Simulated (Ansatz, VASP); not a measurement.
# SiNi: VASP beside Ansatz

INCAR

```
PREC = Accurate
ENCUT = 520
EDIFF = 1E-6
ISMEAR = 1
SIGMA = 0.1
LREAL = F
LASPH = T
NELM = 150
ALGO = Normal
ISIF = 2
LWAVE = F
LCHARG = F
ISPIN = 2
MAGMOM = 0 0 0 0 1 1 1 1
LORBIT = 11
LMAXMIX = 4
GGA = PS
NBANDS = 42
```

File KPOINTS:

```
Automatic mesh
0
Gamma
  5 7 5
```

POSCAR

```
SiNi
1.0
    5.1731000000      0.0000000000      0.0000000000
    0.0000000000      3.3381000000      0.0000000000
    0.0000000000      0.0000000000      5.6049000000
Si Ni
4 4
Direct
    0.3212800000      0.7500000000      0.0825000000
    0.1787200000      0.2500000000      0.5825000000
    0.8212800000      0.7500000000      0.4175000000
    0.6787200000      0.2500000000      0.9175000000
    0.0077900000      0.2500000000      0.1875200000
    0.4922100000      0.7500000000      0.6875200000
    0.5077900000      0.2500000000      0.3124800000
    0.9922100000      0.7500000000      0.8124800000
```

Input for Ansatz:

```yaml
crystal:
  lattice:
    - [5.1731, 0.0, 0.0]
    - [0.0, 3.3381, 0.0]
    - [0.0, 0.0, 5.6049]
  atoms:
    - { symbol: Si, position: [0.32128, 0.75, 0.0825] }
    - { symbol: Si, position: [0.17872, 0.25, 0.5825] }
    - { symbol: Si, position: [0.82128, 0.75, 0.4175] }
    - { symbol: Si, position: [0.67872, 0.25, 0.9175] }
    - { symbol: Ni, position: [0.00779, 0.25, 0.18752] }
    - { symbol: Ni, position: [0.49221, 0.75, 0.68752] }
    - { symbol: Ni, position: [0.50779, 0.25, 0.31248] }
    - { symbol: Ni, position: [0.99221, 0.75, 0.81248] }
basis:
  ecutwfc: 450.0
kpoints:
  mp_grid:
    grid: [5, 7, 5]
hamiltonian:
  xc: pbesol
magnetization:
  spin_polarized: true
  per_species:
    Ni: 1.0
scf:
  n_extra_bands: 22
  convergence:
    dr2_threshold: 1.0e-07
  occupations:
    method: cold
    width: 0.1
output:
  dos:
    de: 0.05
    projected: true
```

Alike in both runs: task single point; functional PBEsol; k mesh 5 × 7 × 5; collinear spin.

|  | VASP | Ansatz |
| --- | --- | --- |
| version | VASP 6.6.1 | Ansatz 0.2.0 |
| potentials or method | VASP PAW PBE potentials, release 64 (Si, Ni), cutoff 520 eV | plane waves, PAW |
| occupations | methfessel-paxton of order 1, width 0.1 eV | cold, width 0.1 eV |
| valence electrons in the cell | 56 | 88 |

```tsv
	VASP	Ansatz	Ansatz less VASP
gap on the k mesh at the Fermi level (eV)	none	none	-
net moment per atom (μB)	0.00	0.00	0.000
```

VASP's potentials were made for PBE, not for PBEsol. A gap of «none» marks a metal or a gap that the smearing closes. VASP's potentials hold 56 valence electrons a cell and Ansatz's 88, so a difference there can come from the potentials and not from the codes. Ansatz's warnings: seeded moment not kept, stability check not made.
